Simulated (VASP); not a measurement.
# BN (P1) in VASP: single point with PBE

Aim: the single point of BN with PBE.

Everything below comes from runs of VASP 6.6.1. Logs are shortened: lines on timing, memory, paths and dates and some standing lists are left out, and cuts for length are marked.

### Step 1. The cell of the first run

The typed cell holds 4 atoms: a = 2.449 Å, b = 2.413 Å, c = 6.290 Å, α = 89.76°, β = 91.28°, γ = 119.30°.

### Step 2. Single point, PBE (atoms moved at random and the cell strained at random)

The input, INCAR:

```
SYSTEM = BN
  ALGO = Normal
  EDIFF = 1E-6
  ENCUT = 520
  GGA = PE
  ISIF = 2
  ISMEAR = 0
  LASPH = .True.
  LCHARG = .False.
  LREAL = .False.
  LWAVE = .False.
  NBANDS = 16
  NELM = 60
  PREC = Accurate
  SIGMA = 0.02
```

The input, KPOINTS:

```
k-points
0
Gamma
  12 12 4
  0 0 0
```

The input, POSCAR:

```
BN
1.0
    2.4492043658      0.0253654360     -0.0267426314
   -1.2026350710      2.0915844486      0.0050658825
   -0.0711416160     -0.0255123960      6.2897714880
B N
2 2
Direct
    0.3425563340      0.6509831621      0.2525490903
    0.7161380316      0.3629387727      0.7561805681
    0.3626832973      0.7349113547      0.7388623671
    0.5786246428      0.2511713219      0.2524079745
```

Potentials or basis: VASP PAW PBE potentials, release 64 (B, N).

The run is started by

```
> cat potpaw_PBE.64/B/POTCAR potpaw_PBE.64/N/POTCAR > POTCAR
> mpirun -np 1 vasp_std > vasp.out
```

OUTCAR:

```text
SYSTEM = BN
   EDIFF = 1E-6
   ENCUT = 520
   GGA = PE
   ISIF = 2
   ISMEAR = 0
   LASPH = .True.
   LREAL = .False.
   NELM = 60
   PREC = Accurate

 ion  position               nearest neighbor table
   1  0.343  0.651  0.253-   4 1.27   4 1.35   4 1.63
   2  0.716  0.363  0.756-   3 1.33   3 1.39   3 1.52
   3  0.363  0.735  0.739-   2 1.33   2 1.39   2 1.52
   4  0.579  0.251  0.252-   1 1.27   1 1.35   1 1.63

  LATTYP: Found a triclinic cell.
 ALAT       =     2.4494817001
 B/A-ratio  =     0.9849805843
 C/A-ratio  =     2.5679822563
 COS(alpha) =     0.0042209888
 COS(beta)  =     0.0222674684
 COS(gamma) =     0.4894512019

  Lattice vectors:

 A1 = (   2.4492043658,   0.0253654360,  -0.0267426314)
 A2 = (   1.2026350710,  -2.0915844486,  -0.0050658825)
 A3 = (   0.0711416160,   0.0255123960,  -6.2897714880)

Analysis of symmetry for initial positions (statically):
=====================================================================
 Subroutine PRICEL returns:
 Original cell was already a primitive cell.

 Routine SETGRP: Setting up the symmetry group for a
 triclinic supercell.

 Subroutine GETGRP returns: Found  1 space group operations
 (whereof  1 operations were pure point group operations)
 out of a pool of  2 trial point group operations.

The static configuration has the point symmetry C_1 .

Analysis of symmetry for dynamics (positions and initial velocities):
=====================================================================
 Subroutine PRICEL returns:
 Original cell was already a primitive cell.

 Routine SETGRP: Setting up the symmetry group for a
 triclinic supercell.

 Subroutine GETGRP returns: Found  1 space group operations
 (whereof  1 operations were pure point group operations)
 out of a pool of  2 trial point group operations.

The dynamic configuration has the point symmetry C_1 .

 Subroutine INISYM returns: Found  1 space group operations
 (whereof  1 operations are pure point group operations),
 and found     1 'primitive' translations

----------------------------------------------------------------------------------------

                                     Primitive cell

  volume of cell :      32.4081

  direct lattice vectors                    reciprocal lattice vectors
     2.449204366  0.025365436 -0.026742631     0.405939134  0.233396545  0.005538146
    -1.202635071  2.091584449  0.005065882    -0.004901877  0.475283389  0.001872388
    -0.071141616 -0.025512396  6.289771488     0.001729906  0.000609546  0.159010327

  length of vectors
     2.449481700  2.412691916  6.290225543     0.468285382  0.475312355  0.159020905

  position of ions in fractional coordinates (direct lattice)
     0.342556334  0.650983162  0.252549090
     0.716138032  0.362938773  0.756180568
     0.362683297  0.734911355  0.738862367
     0.578624643  0.251171322  0.252407975

  ion indices of the primitive-cell ions
   primitive index   ion index
                 1           1
                 2           2
                 3           3
                 4           4

----------------------------------------------------------------------------------------

 KPOINTS: k-points

Automatic generation of k-mesh.
 Grid dimensions read from file:
 generate k-points for:   12   12    4

 Generating k-lattice:

  Cartesian coordinates                     Fractional coordinates (reciprocal lattice)
     0.033828261  0.019449712  0.000461512     0.083333333 -0.000000000 -0.000000000
    -0.000408490  0.039606949  0.000156032     0.000000000  0.083333333  0.000000000
     0.000432476  0.000152387  0.039752582     0.000000000  0.000000000  0.250000000

  Length of vectors
     0.039023782  0.039609363  0.039755226

  Shift w.r.t. Gamma in fractional coordinates (k-lattice)
     0.000000000  0.000000000  0.000000000

 Subroutine IBZKPT returns following result:
 ===========================================

 Found    292 irreducible k-points:

 Following reciprocal coordinates:
            Coordinates               Weight
  0.000000  0.000000  0.000000      1.000000
  0.083333 -0.000000 -0.000000      2.000000
  0.166667 -0.000000  0.000000      2.000000
  0.250000 -0.000000  0.000000      2.000000
  0.333333 -0.000000 -0.000000      2.000000
  0.416667 -0.000000 -0.000000      2.000000
[... 16 lines left out ...]
  0.250000  0.166667 -0.000000      2.000000
  0.333333  0.166667 -0.000000      2.000000
 [... further k-points ...]
   k-points           NKPTS =    292   k-points in BZ     NKDIM =    292   number of bands    NBANDS=     16
   number of dos      NEDOS =    301   number of ions     NIONS =      4
   total plane-waves  NPLWV =  15552
   dimension x,y,z NGX =    18 NGY =   18 NGZ =   48
   dimension x,y,z NGXF=    36 NGYF=   36 NGZF=   96
   ions per type =               2   2
   NGX,Y,Z   is equivalent  to a cutoff of  12.22, 12.40, 12.69 a.u.
   NGXF,Y,Z  is equivalent  to a cutoff of  24.43, 24.81, 25.37 a.u.
 SYSTEM =  BN
   PREC   = accura    normal or accurate (medium, high low for compatibility)
   ISTART =      0    job   : 0-new  1-cont  2-samecut
   ICHARG =      2    charge: 1-file 2-atom 10-const
   ISPIN  =      1    spin polarized calculation?
   LNONCOLLINEAR =      F non collinear calculations
   LSORBIT =      F    spin-orbit coupling
   LASPH  =      T    aspherical Exc in radial PAW
   ENCUT  =  520.0 eV  38.22 Ry    6.18 a.u.   4.55  4.49 11.70*2*pi/ulx,y,z
   NELM   =     60;   NELMIN=  2; NELMDL= -5     # of ELM steps
   EDIFF  = 0.1E-05   stopping-criterion for ELM
   LREAL  =      F    real-space projection
   EDIFFG = 0.1E-04   stopping-criterion for IOM
   NSW    =      0    number of steps for IOM
   IBRION =     -1    ionic relax: 0-MD 1-quasi-New 2-CG
   NFREE  =      0    steps in history (QN), initial steepest desc. (CG)
   ISIF   =      2    stress and relaxation
   ISYM   =      2    0-nonsym 1-usesym 2-fastsym
   POTIM  = 0.5000    time-step for ionic-motion
   TEBEG  =    0.0;   TEEND  =   0.0 temperature during run
   PSTRESS=    0.0 pullay stress
   NELECT =      16.0000    total number of electrons
   NUPDOWN=      -1.0000    fix difference up-down
   EMIN   =  10.00;   EMAX   =-10.00  energy-range for DOS
   EFERMI =   0.00;   METHOD = LEGACY
   ISMEAR =     0;   SIGMA  =   0.02  broadening in eV -4-tet -1-fermi 0-gaus
   EFERMI_NEDOS =   21; number of points for ismear=-14 and -15
   IALGO  =     38    algorithm
   IMIX   =      4    mixing-type and parameters
     AMIX     =   0.40;   BMIX     =  1.00
     AMIX_MAG =   1.60;   BMIX_MAG =  1.00
  volume/ion in A,a.u.               =       8.10        54.68
  Fermi-wavevector in a.u.,A,eV,Ry     =   1.293889  2.445095 22.778169  1.674148
  Thomas-Fermi vector in A             =   2.425506
   LORBIT       =      0    0 simple, 1 ext, 2 COOP (PROOUT), +10 PAW based schemes
   GGA     = PE    functional components
   LHFCALC =     F    Hartree Fock is set to
   AEXX    =    0.0000 exact exchange contribution
   IVDW    =     0    specifies the selected vdW correction
   LEPSILON=     F    determine dielectric tensor
   LRPA    =     F    only Hartree local field effects (RPA)
 non-spin polarized calculation
 Gauss-broadening in eV      SIGMA  =   0.02
  energy-cutoff  :      520.00
  volume of cell :       32.41
 maximum number of plane-waves:       891
   NGX =  9   NGY =  9   NGZ = 23

 number of electron      15.9999998 magnetization

 Free energy of the ion-electron system (eV)
  ---------------------------------------------------
  ext. energy  EPLUGINS =         0.00000000
  ---------------------------------------------------
  free energy    TOTEN  =       -33.45329006 eV

  energy without entropy =      -33.45329006  energy(sigma->0) =      -33.45329006

 E-fermi :   4.4624     XC(G=0): -10.5899

 val. band max:        4.3042056379   @ k =  -0.0000  -0.0000   0.5000
 cond. band min:       6.9977116022   @ k =   0.0000   0.5000   0.5000
 fundamental gap:      2.6935059643
 Fermi energy:         4.4623985437

 k-point     1 :       0.0000    0.0000    0.0000
  band No.  band energies     occupation
      1     -15.2733      2.00000
      2     -14.8421      2.00000
      3      -3.8636      2.00000
      4      -1.1889      2.00000
      5      -0.6693      2.00000
      6       0.4121      2.00000
[... 8 lines left out ...]
     15      17.8334      0.00000
     16      19.1759      0.00000

 k-point     2 :       0.0833   -0.0000   -0.0000
  band No.  band energies     occupation
      1     -15.1306      2.00000
      2     -14.7050      2.00000
      3      -3.6753      2.00000
      4      -1.0269      2.00000
      5      -0.8211      2.00000
      6       0.0061      2.00000
[... 8 lines left out ...]
     15      18.0543      0.00000
     16      19.6436      0.00000

 k-point     3 :       0.1667   -0.0000    0.0000
  band No.  band energies     occupation
      1     -14.7100      2.00000
      2     -14.3003      2.00000
      3      -3.1205      2.00000
      4      -1.2241      2.00000
      5      -1.1140      2.00000
      6      -0.5308      2.00000
[... 8 lines left out ...]
     15      19.0100      0.00000
     16      20.3597      0.00000

 k-point     4 :       0.2500   -0.0000    0.0000
  band No.  band energies     occupation
      1     -14.0408      2.00000
      2     -13.6524      2.00000
      3      -2.6851      2.00000
      4      -2.2037      2.00000
      5      -1.8010      2.00000
      6      -0.9779      2.00000
[... 8 lines left out ...]
     15      19.8016      0.00000
     16      20.7128      0.00000
[... 324 lines left out ...]
 k-point    22 :       0.1667    0.1667   -0.0000
  band No.  band energies     occupation
      1     -13.6999      2.00000
      2     -13.3463      2.00000
      3      -3.1261      2.00000
      4      -3.0540      2.00000
      5      -1.5944      2.00000
      6      -0.6215      2.00000
[... 8 lines left out ...]
     15      18.7341      0.00000
     16      19.5077      0.00000

 k-point    23 :       0.2500    0.1667   -0.0000
  band No.  band energies     occupation
      1     -12.8973      2.00000
      2     -12.5718      2.00000
      3      -4.2674      2.00000
      4      -3.8705      2.00000
      5      -2.2984      2.00000
      6      -1.0678      2.00000
[... 8 lines left out ...]
     15      19.0608      0.00000
     16      20.3662      0.00000

 k-point    24 :       0.3333    0.1667   -0.0000
  band No.  band energies     occupation
      1     -12.0992      2.00000
      2     -11.8021      2.00000
      3      -5.4009      2.00000
      4      -4.8707      2.00000
      5      -3.1626      2.00000
      6      -1.7338      2.00000
[... 8 lines left out ...]
     15      18.9435      0.00000
     16      21.0769      0.00000

 [... further k-points ...]

------------------------ aborting loop because EDIFF is reached ----------------------------------------

  FORCE on cell =-STRESS in cart. coord.  units (eV):
  Direction    XX          YY          ZZ          XY          YZ          ZX
  --------------------------------------------------------------------------------------
  -------------------------------------------------------------------------------------
  Total        6.1677243     16.9325072      1.0398446     -2.7295540      0.4259125     -0.3782889
  in kB      304.9171953    837.1017200     51.4073747   -134.9424718     21.0560720    -18.7016761
  external PRESSURE =     397.8087633 kB  Pullay stress =       0.0000000 kB

 VOLUME and BASIS-vectors are now :
 -----------------------------------------------------------------------------
  energy-cutoff  :      520.00
  volume of cell :       32.41
      direct lattice vectors                 reciprocal lattice vectors
     2.449204366  0.025365436 -0.026742631     0.405939134  0.233396545  0.005538146
    -1.202635071  2.091584449  0.005065882    -0.004901877  0.475283389  0.001872388
    -0.071141616 -0.025512396  6.289771488     0.001729906  0.000609546  0.159010327

 POSITION                                       TOTAL-FORCE (eV/Angst)
 -----------------------------------------------------------------------------------
      0.03813      1.36383      1.58261        -4.501637     -7.083526      0.169737
      1.26369      0.75799      4.73889        -3.109460      4.229437     -1.190168
     -0.04811      1.52748      4.64130         3.110584     -4.287341      1.242295
      1.09715      0.53358      1.57339         4.500513      7.141430     -0.221865
 -----------------------------------------------------------------------------------
    total drift:                                0.000241     -0.000414     -0.000134

  FREE ENERGIE OF THE ION-ELECTRON SYSTEM (eV)
  ---------------------------------------------------
  free  energy   TOTEN  =       -33.4532900644 eV

  energy  without entropy=      -33.4532900644  energy(sigma->0) =      -33.45329006
```

Run time: 3.4 min. Hardware: 1 thread of Intel Xeon 8259CL, shared host; peak memory 0.24 GiB.

What came out:

* Free energy: -33.4533 eV
* Pressure: 39.8 GPa
* Largest force: 8.444 eV/Å
* Band gap on the k mesh: 2.69 eV (least direct gap 4.18 eV)

Forces on the atoms (eV/Å):
```
B   -4.502 -7.084  0.170
B   -3.109  4.229 -1.190
N    3.111 -4.287  1.242
N    4.501  7.141 -0.222
```

Stress tensor (GPa, compression positive):
```
 30.49 -13.49  -1.87
-13.49  83.71   2.11
 -1.87   2.11   5.14
```

Levels at points of the mesh, in eV from the valence-band top:
| k point | band 5 | band 6 | band 7 | band 8 | band 9 | band 10 | band 11 | band 12 |
| --- | --- | --- | --- | --- | --- | --- | --- | --- |
| (0.00, 0.00, 0.00) | -4.97 | -3.89 | -0.83 | -0.01 | 4.18 | 7.81 | 9.30 | 10.14 |
| (0.50, 0.00, 0.00) | -6.78 | -4.69 | -3.70 | -1.81 | 2.74 | 6.51 | 8.91 | 9.66 |
| (0.00, 0.50, 0.00) | -4.90 | -4.39 | -2.27 | -1.82 | 3.21 | 3.38 | 8.42 | 8.90 |
| (0.50, 0.50, 0.00) | -6.34 | -4.56 | -3.13 | -1.61 | 3.02 | 5.36 | 7.63 | 8.87 |
| (0.00, 0.00, 0.50) | -4.97 | -3.89 | -0.83 | 0.00 | 6.34 | 7.20 | 8.43 | 9.32 |
| (0.50, 0.00, 0.50) | -6.78 | -4.69 | -3.28 | -2.30 | 3.18 | 5.42 | 9.29 | 9.76 |
| (0.00, 0.50, 0.50) | -4.90 | -4.39 | -1.95 | -1.82 | 2.69 | 3.04 | 8.59 | 9.10 |
| (0.50, 0.50, 0.50) | -6.33 | -4.57 | -2.65 | -2.06 | 3.27 | 4.55 | 7.73 | 9.02 |

Caveat: the cell differs from its parent crystal (atoms moved at random and the cell strained at random); the cell stands under pressure; forces of over 1 eV/Å act on the atoms, so gaps and moduli don't describe the material at rest. A k mesh can miss the band edges.
